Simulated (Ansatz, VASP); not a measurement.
PbF2: VASP beside Ansatz

```xyz
3
Lattice="0.0557 2.9699 2.9699 3.0255 0.0000 3.0255 2.9699 2.9699 0.0557" Properties=species:S:1:pos:R:3 pbc="T T T"
Pb    0.0000    0.0000    0.0000
F     1.5128    1.4849    1.5128
F     4.5383    4.4548    4.5383
```

Change from the starting cell: strain +0.0375 x Voigt [0, 0, 0, 0, 1, 0], atoms carried along.

Alike in both runs: task single point; functional PBEsol; k mesh 8 × 8 × 8; occupations gaussian, width 0.05 eV; no spin polarisation.

|  | VASP | Ansatz |
| --- | --- | --- |
| version | VASP 6.6.1 | Ansatz 0.2.0 |
| potentials or method | VASP PAW PBE potentials, release 64 (Pb_d, F), cutoff 520 eV | scalar-relativistic, plane waves, PAW |
| valence electrons in the cell | 28 | 28 |

```tsv
	VASP	Ansatz	Ansatz less VASP
gap on the k mesh at the Fermi level (eV)	4.29	4.29	+0.008
least direct gap on the mesh (eV)	4.45	4.45	+0.005
pressure (GPa)	-1.6	-1.4	+0.21
traceless stress, the component that is largest in VASP (GPa)	-1.11	-1.10	+0.018
rms of the force components (eV/Å)	0.041	0.040	-0.0010
```

VASP's potentials were made for PBE, not for PBEsol. Atom by atom the forces differ by 0.001 eV/Å (rms over components). With one functional, cell and mesh, what is left measures potentials, basis and numerics.

Neither program's run includes spin-orbit coupling.
